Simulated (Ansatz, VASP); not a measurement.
# AgCl: VASP beside Ansatz

The input INCAR:

```
ALGO     = Normal         # electronic algorithm
EDIFF    = 1E-6           # SCF threshold, eV
ENCUT    = 520            # plane-wave cutoff, eV
GGA      = PE             # functional
ISIF     = 2              # what is computed and relaxed
ISMEAR   = -1             # smearing method
LASPH    = T              # aspherical terms in the spheres
LCHARG   = F              # write CHGCAR
LREAL    = F              # projectors in reciprocal space
LWAVE    = F              # write WAVECAR
NBANDS   = 16             # bands
NELM     = 100            # most SCF steps
PREC     = Accurate       # precision mode
SIGMA    = 0.01           # smearing width, eV
```

Contents of KPOINTS:

```
k-points
0
Gamma
  9 9 9
```

File POSCAR:

```
AgCl
1.0
    3.4339730000      0.0000000000      0.0000000000
    0.0000000000      3.4339730000      0.0000000000
    0.0000000000      0.0000000000      3.3309538100
Ag Cl
1 1
Direct
    0.0000000000      0.0000000000      0.0000000000
    0.5000000000      0.5000000000      0.5000000000
```

Input for Ansatz:

```yaml
crystal:
  lattice:
    - [3.433973, 0.0, 0.0]
    - [0.0, 3.433973, 0.0]
    - [0.0, 0.0, 3.33095381]
  atoms:
    - { symbol: Ag, position: [0.0, 0.0, 0.0] }
    - { symbol: Cl, position: [0.5, 0.5, 0.5] }
kpoints:
  mp_grid: { grid: [9, 9, 9] }
  band_path:
    path:
      - [0.0, 0.0, 0.0]
      - [0.0, 0.5, 0.0]
      - [0.5, 0.5, 0.0]
      - [0.0, 0.0, 0.0]
      - [0.0, 0.0, 0.5]
      - [0.0, 0.5, 0.5]
      - [0.5, 0.5, 0.5]
      - [0.0, 0.0, 0.5]
      - [0.0, 0.5, 0.0]
    npoints: 5
scf:
  occupations: { method: fermi_dirac, width: 0.01 }
hamiltonian:
  xc: pbe
  pseudopotentials: { kind: all_electron, lapw: { basis_error: 0.001 } }
output:
  forces: true
  stress: true
  eigenvalues: true
```

Change from the starting cell: zz strain of -3 %.

Alike in both runs: task single point; functional PBE; k mesh 9 × 9 × 9; occupations fermi-dirac, width 0.01 eV; no spin polarisation.

```csv
,VASP,Ansatz
version,VASP 6.6.1,Ansatz 0.2.0
potentials or method,"VASP PAW PBE potentials, release 64 (Ag, Cl), cutoff 520 eV","all-electron LAPW, scalar-relativistic"
```

Ansatz gave:

| Quantity | Value |
| --- | --- |
| gap on the k mesh at the Fermi level (eV) | 0.57 |
| pressure (GPa) | 1.4 |
| traceless stress, the component that is largest in VASP (GPa) | 1.07 |

Task: Which values does VASP return?

Result: gap on the k mesh at the Fermi level (eV): 0.57; pressure (GPa): 1.3; traceless stress, the component that is largest in VASP (GPa): 1.07.

Ansatz ran all-electron here, and VASP with PAW potentials.
